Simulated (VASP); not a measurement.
# Be (Fm-3m) in VASP: further runs

Runs on Be. Level: BLYP. Tasks: single point, relaxation of cell and atoms.

All numbers are computed with VASP 6.6.1; they aren't measurements. Logs are shortened: lines on timing, memory, paths and dates and some standing lists are left out, and cuts for length are marked.

### Step 1. The cell of the first run

Symmetry: Fm-3m, No. 225, cubic system. The conventional cell has a = 3.202 Å, b = 3.202 Å, c = 3.202 Å, α = 90.00°, β = 90.00°, γ = 90.00°. Within 3.0 Å of Be (site symmetry m-3m) lie 12 Be at 2.26 Å.

### Step 2. Single point, BLYP (volume scaled by 1.04)

File INCAR:

```
SYSTEM = Be
PREC     = Accurate       ! precision mode
ENCUT    = 520            ! plane-wave cutoff, eV
EDIFF    = 1E-6           ! SCF threshold, eV
ISMEAR   = -1             ! smearing method
SIGMA    = 0.1            ! smearing width, eV
LREAL    = .False.        ! projectors in reciprocal space
LASPH    = .True.         ! aspherical terms in the spheres
NELM     = 80             ! most SCF steps
ALGO     = Normal         ! electronic algorithm
ISIF     = 2              ! what is computed and relaxed
LWAVE    = .False.        ! write WAVECAR
LCHARG   = .False.        ! write CHGCAR
GGA      = B5             ! functional
ALDAX    = 1.0          
AGGAX    = 1.0          
AGGAC    = 1.0          
ALDAC    = 0.0          
NBANDS   = 7              ! bands
```

File KPOINTS:

```
regular mesh
0
Gamma
  19 19 19
  0 0 0
```

File POSCAR:

```
Be
1.0
    0.0000000000      1.6008762364      1.6008762364
    1.6008762364      0.0000000000      1.6008762364
    1.6008762364      1.6008762364      0.0000000000
Be
1
Direct
    0.0000000000      0.0000000000      0.0000000000
```

Potentials or basis: VASP PAW PBE potentials, release 64 (Be).

On the command line:

```
> cat potpaw_PBE.64/Be/POTCAR > POTCAR
> mpirun -np 1 vasp_std > vasp.out
```

OUTCAR:

```text
SYSTEM = Be
   PREC = Accurate
   ENCUT = 520
   EDIFF = 1E-6
   ISMEAR = -1
   LREAL = .False.
   LASPH = .True.
   NELM = 80
   ISIF = 2
   GGA = B5

 ion  position               nearest neighbor table
   1  0.000  0.000  0.000-

  LATTYP: Found a face centered cubic cell.
 ALAT       =     3.2017524728

  Lattice vectors:

 A1 = (   0.0000000000,   1.6008762364,   1.6008762364)
 A2 = (   1.6008762364,   0.0000000000,   1.6008762364)
 A3 = (   1.6008762364,   1.6008762364,   0.0000000000)

Analysis of symmetry for initial positions (statically):
=====================================================================
 Subroutine PRICEL returns:
 Original cell was already a primitive cell.

 Routine SETGRP: Setting up the symmetry group for a
 face centered cubic supercell.

 Subroutine GETGRP returns: Found 48 space group operations
 (whereof 48 operations were pure point group operations)
 out of a pool of 48 trial point group operations.

The static configuration has the point symmetry O_h .

Analysis of symmetry for dynamics (positions and initial velocities):
=====================================================================
 Subroutine PRICEL returns:
 Original cell was already a primitive cell.

 Routine SETGRP: Setting up the symmetry group for a
 face centered cubic supercell.

 Subroutine GETGRP returns: Found 48 space group operations
 (whereof 48 operations were pure point group operations)
 out of a pool of 48 trial point group operations.

The dynamic configuration has the point symmetry O_h .

 Subroutine INISYM returns: Found 48 space group operations
 (whereof 48 operations are pure point group operations),
 and found     1 'primitive' translations

----------------------------------------------------------------------------------------

                                     Primitive cell

  volume of cell :       8.2055

  direct lattice vectors                    reciprocal lattice vectors
     0.000000000  1.600876236  1.600876236    -0.312328954  0.312328954  0.312328954
     1.600876236  0.000000000  1.600876236     0.312328954 -0.312328954  0.312328954
     1.600876236  1.600876236  0.000000000     0.312328954  0.312328954 -0.312328954

  length of vectors
     2.263980885  2.263980885  2.263980885     0.540969617  0.540969617  0.540969617

  position of ions in fractional coordinates (direct lattice)
     0.000000000  0.000000000  0.000000000

  ion indices of the primitive-cell ions
   primitive index   ion index
                 1           1
[... 68 lines left out ...]
   LSORBIT =      F    spin-orbit coupling
   LASPH  =      T    aspherical Exc in radial PAW
   ENCUT  =  520.0 eV  38.22 Ry    6.18 a.u.   4.21  4.21  4.21*2*pi/ulx,y,z
   NELM   =     80;   NELMIN=  2; NELMDL= -5     # of ELM steps
   EDIFF  = 0.1E-05   stopping-criterion for ELM
   LREAL  =      F    real-space projection
   EDIFFG = 0.1E-04   stopping-criterion for IOM
   NSW    =      0    number of steps for IOM
   IBRION =     -1    ionic relax: 0-MD 1-quasi-New 2-CG
   NFREE  =      0    steps in history (QN), initial steepest desc. (CG)
   ISIF   =      2    stress and relaxation
   ISYM   =      2    0-nonsym 1-usesym 2-fastsym
   POTIM  = 0.5000    time-step for ionic-motion
   TEBEG  =    0.0;   TEEND  =   0.0 temperature during run
   PSTRESS=    0.0 pullay stress
   NELECT =       2.0000    total number of electrons
   NUPDOWN=      -1.0000    fix difference up-down
   EMIN   =  10.00;   EMAX   =-10.00  energy-range for DOS
   EFERMI =   0.00;   METHOD = LEGACY
   ISMEAR =    -1;   SIGMA  =   0.10  broadening in eV -4-tet -1-fermi 0-gaus
   EFERMI_NEDOS =   21; number of points for ismear=-14 and -15
   IALGO  =     38    algorithm
   IMIX   =      4    mixing-type and parameters
     AMIX     =   0.40;   BMIX     =  1.00
     AMIX_MAG =   1.60;   BMIX_MAG =  1.00
  volume/ion in A,a.u.               =       8.21        55.37
  Fermi-wavevector in a.u.,A,eV,Ry     =   1.022627  1.932484 14.228498  1.045765
  Thomas-Fermi vector in A             =   2.156316
   LORBIT       =      0    0 simple, 1 ext, 2 COOP (PROOUT), +10 PAW based schemes
   GGA     = B5    functional components
   LHFCALC =     F    Hartree Fock is set to
   AEXX    =    0.0000 exact exchange contribution
   IVDW    =     0    specifies the selected vdW correction
   LEPSILON=     F    determine dielectric tensor
   LRPA    =     F    only Hartree local field effects (RPA)
 non-spin polarized calculation
  energy-cutoff  :      520.00
  volume of cell :        8.21
 maximum number of plane-waves:       229
 NGX is ok and might be reduce to    18
   NGX =  9   NGY =  9   NGZ =  9

 number of electron       2.0000000 magnetization

 Free energy of the ion-electron system (eV)
  ---------------------------------------------------
  ext. energy  EPLUGINS =         0.00000000
  ---------------------------------------------------
  free energy    TOTEN  =        -3.01905677 eV

  energy without entropy =       -3.01592958  energy(sigma->0) =       -3.01749317

 E-fermi :   7.5504     XC(G=0):  -9.9548

 val. band max:        7.2936238456   @ k =  -0.3158   0.4211   0.1053
 cond. band min:       7.6073594337   @ k =  -0.4737   0.0526   0.0000
 fundamental gap:      0.3137355881
 Fermi energy:         7.5503948248

 k-point     1 :       0.0000    0.0000    0.0000
  band No.  band energies     occupation
      1      -3.9146      2.00000
      2      26.1103      0.00000
      3      26.1103      0.00000
      4      26.1103      0.00000
      5      36.1004      0.00000
      6      36.1004      0.00000
      7      36.1004      0.00000
[... 221 lines left out ...]
 k-point    24 :      -0.2632    0.0526    0.0000
  band No.  band energies     occupation
      1      -1.2893      2.00000
      2      14.9841      0.00000
      3      22.8622      0.00000
      4      24.7266      0.00000
      5      34.5657      0.00000
      6      35.6256      0.00000
      7      36.6280      0.00000

 [... further k-points ...]
[... 5 lines left out ...]
  --------------------------------------------------------------------------------------
  -------------------------------------------------------------------------------------
  Total       -0.2139629     -0.2139629     -0.2139629     -0.0000000     -0.0000000      0.0000000
  in kB      -41.7778203    -41.7778203    -41.7778203     -0.0000000     -0.0000000      0.0000000
  external PRESSURE =     -41.7778203 kB  Pullay stress =       0.0000000 kB

 VOLUME and BASIS-vectors are now :
 -----------------------------------------------------------------------------
  energy-cutoff  :      520.00
  volume of cell :        8.21
      direct lattice vectors                 reciprocal lattice vectors
     0.000000000  1.600876236  1.600876236    -0.312328954  0.312328954  0.312328954
     1.600876236  0.000000000  1.600876236     0.312328954 -0.312328954  0.312328954
     1.600876236  1.600876236  0.000000000     0.312328954  0.312328954 -0.312328954

 POSITION                                       TOTAL-FORCE (eV/Angst)
 -----------------------------------------------------------------------------------
      0.00000      0.00000      0.00000        -0.000000      0.000000     -0.000000
 -----------------------------------------------------------------------------------
    total drift:                                0.000000      0.000000     -0.000000

  FREE ENERGIE OF THE ION-ELECTRON SYSTEM (eV)
  ---------------------------------------------------
  free  energy   TOTEN  =        -3.0190567660 eV

  energy  without entropy=       -3.0159295813  energy(sigma->0) =       -3.01749317
```

stdout:

```text
POSCAR found type information on POSCAR Be
 POSCAR found :  1 types and       1 ions
 scaLAPACK will be used
 -----------------------------------------------------------------------------
|                                                                             |
|                                                                             |
|     You enforced a specific xc type in the INCAR file but a different       |
|     I HOPE YOU KNOW WHAT YOU ARE DOING!                                     |
|                                                                             |
 -----------------------------------------------------------------------------

 LDA part: xc-table for (Slater(with rela. corr.)+VWN5), standard interpolation
 POSCAR, INCAR and KPOINTS ok, starting setup
 FFT: planning ... GRIDC
 FFT: planning ... GRID_SOFT
 FFT: planning ... GRID
 WAVECAR not read
 entering main loop
```

It took 18 s on 1 thread of AMD EPYC 7R13 (Zen 3), shared host; peak memory 0.09 GiB.

Results:

- Free energy: -3.0191 eV
- Pressure: -4.2 GPa
- Band gap on the k mesh: zero (band 1 reaches 8.22 eV, above the bottom of band 2 at 7.61 eV)

Caveat: the cell differs from its parent crystal (volume scaled by 1.04); the PAW data sets were made with another functional, which shifts forces and pressure a little.

### Step 3. Single point, BLYP (volume scaled by 1.08)

File INCAR:

```
SYSTEM = Be
PREC = Accurate
ENCUT = 520
EDIFF = 1E-7
ISMEAR = -1
SIGMA = 0.1
LREAL = .FALSE.
LASPH = .TRUE.
NELM = 100
ALGO = Normal
ISIF = 2
LWAVE = .FALSE.
LCHARG = .FALSE.
GGA = B5
ALDAX = 1.0
AGGAX = 1.0
AGGAC = 1.0
ALDAC = 0.0
NBANDS = 7
```

File KPOINTS:

```
Automatic mesh
0
G
  19 19 19
  0 0 0
```

File POSCAR:

```
Be
1.0
    0.0000000000      1.6211426440      1.6211426440
    1.6211426440      0.0000000000      1.6211426440
    1.6211426440      1.6211426440      0.0000000000
Be
1
Direct
    0.0000000000      0.0000000000      0.0000000000
```

Potentials or basis: VASP PAW PBE potentials, release 64 (Be).

On the command line:

```
> cat potpaw_PBE.64/Be/POTCAR > POTCAR
> mpirun -np 1 vasp_std > vasp.out
```

Run time: 18 s. Hardware: 1 thread of AMD EPYC 7R13 (Zen 3), shared host; peak memory 0.09 GiB.

It converged, with:

| Quantity | Value |
| --- | --- |
| Free energy | -3.0071 eV |
| Pressure | -7.8 GPa |
| Band gap on the k mesh | zero (band 1 reaches 7.91 eV, above the bottom of band 2 at 7.20 eV) |

Levels at points of the mesh, in eV from the Fermi level:
```
           k point  band 1  band 2  band 3  band 4  band 5
(0.00, 0.00, 0.00)  -11.19   18.05   18.05   18.05   27.95
```

Caveat: the cell differs from its parent crystal (volume scaled by 1.08); the PAW data sets were made with another functional, which shifts forces and pressure a little.

### Step 4. Single point, BLYP (volume scaled by 1.12)

File INCAR:

```
  PREC = Accurate
  ENCUT = 520
  EDIFF = 1E-6
  ISMEAR = -1
  SIGMA = 0.1
  LREAL = False
  LASPH = True
  NELM = 80
  ALGO = Normal
  ISIF = 2
  LWAVE = False
  LCHARG = False
  GGA = B5
  ALDAX = 1.0
  AGGAX = 1.0
  AGGAC = 1.0
  ALDAC = 0.0
  NBANDS = 7
```

File KPOINTS:

```
regular mesh
0
Gamma
  19 19 19
```

File POSCAR:

```
Be
1.0
    0.0000000000      1.6409146248      1.6409146248
    1.6409146248      0.0000000000      1.6409146248
    1.6409146248      1.6409146248      0.0000000000
Be
1
Direct
    0.0000000000      0.0000000000      0.0000000000
```

On the command line:

```
> cat potpaw_PBE.64/Be/POTCAR > POTCAR
> mpirun -np 1 vasp_std > vasp.out
```

Wall time 16 s (1 thread of AMD EPYC 7R13 (Zen 3), shared host); peak memory 0.09 GiB.

The run converged. Its results:

```
Free energy            : -2.9887 eV
Pressure               : -10.8 GPa
Band gap on the k mesh : zero (band 1 reaches 7.61 eV, above the bottom of band 2 at 6.81 eV)
```

Levels at points of the mesh, in eV from the Fermi level:
```csv
k point,band 1,band 2,band 3,band 4,band 5
"(0.00, 0.00, 0.00)",-10.93,17.56,17.56,17.56,27.38
```

Caveat: the cell differs from its parent crystal (volume scaled by 1.12); the PAW data sets were made with another functional, which shifts forces and pressure a little.

### Step 5. Relaxation of cell and atoms, BLYP

This run uses another cell than the first one, of 8.11 Å³/atom, 0.989 times its volume.

File INCAR:

```
  PREC = Accurate
  ENCUT = 600
  EDIFF = 1E-6
  ISMEAR = -1
  SIGMA = 0.1
  LREAL = F
  LASPH = T
  NELM = 80
  ALGO = Normal
  ISIF = 3
  LWAVE = F
  LCHARG = F
  GGA = B5
  ALDAX = 1.0
  AGGAX = 1.0
  AGGAC = 1.0
  ALDAC = 0.0
  IBRION = 2
  NSW = 80
  EDIFFG = -0.01
```

File KPOINTS:

```
Automatic mesh
0
Gamma
  17 17 17
```

File POSCAR:

```
Be
1.0
    0.0000000000      1.5948182637      1.5948182637
    1.5948182637      0.0000000000      1.5948182637
    1.5948182637      1.5948182637      0.0000000000
Be
1
Direct
    0.0000000000      0.0000000000      0.0000000000
```

On the command line:

```
> cat potpaw_PBE.64/Be/POTCAR > POTCAR
> mpirun -np 1 vasp_std > vasp.out
```

Wall time 15 s (1 thread of AMD EPYC 7R13 (Zen 3), shared host); peak memory 0.09 GiB.

The run converged. Its results:

* Free energy: -3.0213 eV
* Relaxed volume: 7.90 Å³/atom
* Relaxed cell: a = 2.235 Å, b = 2.235 Å, c = 2.235 Å, α = 60.00°, β = 60.00°, γ = 60.00°
* Space group after relaxing (to 0.05 Å): Fm-3m (No. 225)
* Energy gained by relaxing: 2.1 meV/atom
* Ionic steps: 3
* Pressure after relaxing: 0.0 GPa
* Band gap on the k mesh: zero (band 1 reaches 8.01 eV, above the bottom of band 2 at 7.78 eV)

The path:
```csv
step,energy change (eV),largest force (eV/Å),pressure (GPa),volume (Å³)
1,0.0000,0.0000,-3.00,8.11
2,-0.0020,0.0000,-0.58,7.94
3,-0.0021,0.0000,-0.02,7.90
```

Final structure:
```cif
data_structure
_symmetry_space_group_name_H-M 'P 1'
_symmetry_Int_Tables_number 1
_cell_length_a 2.2352
_cell_length_b 2.2352
_cell_length_c 2.2352
_cell_angle_alpha 60.000
_cell_angle_beta 60.000
_cell_angle_gamma 60.000
_cell_volume 7.90
loop_
_atom_site_label
_atom_site_type_symbol
_atom_site_fract_x
_atom_site_fract_y
_atom_site_fract_z
_atom_site_occupancy
Be1 Be 0.00000 0.00000 0.00000 1
```

Levels at points of the mesh, in eV from the Fermi level:
```tsv
k point	band 1	band 2	band 3	band 4
(0.00, 0.00, 0.00)	-11.72	19.12	19.12	19.12
```

Caveat: the PAW data sets were made with another functional, which shifts forces and pressure a little.

### Step 6. Single point, BLYP

This run uses another cell than the first one, of 7.89 Å³/atom, 0.962 times its volume.

File INCAR:

```
PREC = Accurate ; ENCUT = 520
EDIFF = 1E-7 ; ISMEAR = -1
SIGMA = 0.1 ; LREAL = False
LASPH = True ; NELM = 80
ALGO = Normal ; ISIF = 2
LWAVE = False ; LCHARG = True
GGA = B5 ; ALDAX = 1.0
AGGAX = 1.0 ; AGGAC = 1.0
ALDAC = 0.0 ; LELF = True
LVHAR = True ; NBANDS = 7
```

File KPOINTS:

```
Automatic mesh
0
Gamma
  28 28 28
```

File POSCAR:

```
Be
1.0
    0.0000000000      1.5800832824      1.5800832824
    1.5800832824      0.0000000000      1.5800832824
    1.5800832824      1.5800832824      0.0000000000
Be
1
Direct
    0.0000000000      0.0000000000      0.0000000000
```

Potentials or basis: VASP PAW PBE potentials, release 64 (Be).

On the command line:

```
> cat potpaw_PBE.64/Be/POTCAR > POTCAR
> mpirun -np 1 vasp_std > vasp.out
```

Run time: 38 s. Hardware: 1 thread of AMD EPYC 7R13 (Zen 3), shared host; peak memory 0.11 GiB.

The run converged. Its results:

```yaml
Free_energy: -3.0223 eV
Pressure: 0.2 GPa
Band_gap_on_the_k_mesh: zero (band 1 reaches 8.89 eV, above the bottom of band 2 at 7.65 eV)
```

Levels at points of the mesh, in eV from the Fermi level:
```csv
k point,band 1,band 2,band 3,band 4,band 5
"(0.00, 0.00, 0.00)",-11.75,19.11,19.11,19.11,29.20
"(0.50, 0.00, 0.00)",-5.22,0.06,16.22,16.22,26.41
"(0.50, 0.50, 0.00)",-2.67,4.00,9.41,9.41,15.27
```

Caveat: the PAW data sets were made with another functional, which shifts forces and pressure a little.

### Step 7. Summary

```csv
task,cell,k mesh,cutoff (eV),gap on the mesh (eV),pressure (GPa)
single point,"a = 2.264 Å, angles 60.0°, 1 atom",19 × 19 × 19,520,none,-4.2
single point,"a = 2.293 Å, angles 60.0°, 1 atom",19 × 19 × 19,520,none,-7.8
single point,"a = 2.321 Å, angles 60.0°, 1 atom",19 × 19 × 19,520,none,-10.8
relaxation of cell and atoms,"relaxed from a = 2.255 Å, angles 60.0°, 1 atom",17 × 17 × 17,600,none,0.0
single point,"a = 2.235 Å, angles 60.0°, 1 atom",28 × 28 × 28,520,none,0.2
```

Alike in all rows: level BLYP; potentials or basis VASP PAW PBE potentials, release 64 (Be); no spin polarisation; smearing fermi-dirac 0.1 eV.

Caveats: the PAW data sets were made with another functional, which shifts forces and pressure a little.

Absolute energies hang on the potentials; compare differences alone.
